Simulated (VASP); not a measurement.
A run of VASP 6.6.1 is set up as follows.

File INCAR:

```
SYSTEM = Sr7O8
PREC = Accurate
ENCUT = 520
EDIFF = 1E-7
ISMEAR = 0
SIGMA = 0.05
LREAL = Auto
LASPH = .True.
NELM = 60
ALGO = Normal
ISIF = 2
LWAVE = .False.
LCHARG = .False.
GGA = PE
NBANDS = 72
```

KPOINTS

```
regular mesh
0
Gamma
  4 4 4
  0 0 0
```

The input POSCAR:

```
Sr7O8
1.0
    0.0000000000      5.1947835166     -5.1947835166
    5.1947835166      5.1947835166      0.0000000000
    5.1947835166      0.0000000000     -5.1947835166
Sr O
7 8
Direct
    0.0000000000      0.0000000000      0.5000000465
    0.5000000465      0.0000000000      0.5000000465
    0.5000000465      0.5000000465      0.5000000465
    0.0000000000      0.0000000000      1.0000000931
    0.0000000963      0.4999999503      0.9999999968
    0.4999999503      0.0000000963      0.9999999968
    0.5000000465      0.5000000465      0.9999999006
    0.2665637549      0.7665638014      0.2334362916
    0.2665638511      0.2334361954      0.2334361954
    0.7334361457      0.7665638014      0.2334362916
    0.7500000698      0.2500000233      0.2500000233
    0.2500001195      0.7499999735      0.7499999735
    0.2665637549      0.2334362916      0.7665638014
    0.7334361457      0.7665638014      0.7665638014
    0.7334361457      0.2334362916      0.7665638014
```

Potentials or basis: VASP PAW PBE potentials, release 64 (Sr_sv, O).

Command:

```console
$ cat potpaw_PBE.64/Sr_sv/POTCAR potpaw_PBE.64/O/POTCAR > POTCAR
$ mpirun -np 1 vasp_std > vasp.out
```

Question: What does it give for the pressure?

Answer: 0.4 GPa.

Question: What does it give for the band gap on the k mesh?

Answer: Zero (band 59 reaches 0.60 eV, above the bottom of band 60 at 0.46 eV).

Question: What does it give for the largest force?

Answer: 0.041 eV/Å.

Forces in eV/Å, atoms in the order of the input:
```
Sr   0.000  0.000  0.000
Sr   0.000  0.000  0.000
Sr   0.000  0.000  0.000
Sr   0.000  0.000  0.000
Sr   0.000  0.000  0.000
Sr   0.000  0.000  0.000
Sr   0.000  0.000  0.000
O    0.000 -0.041  0.000
O    0.041  0.000  0.000
O    0.000  0.000 -0.041
O    0.000  0.000  0.000
O    0.000  0.000  0.000
O    0.000  0.000  0.041
O   -0.041  0.000  0.000
O    0.000  0.041  0.000
```
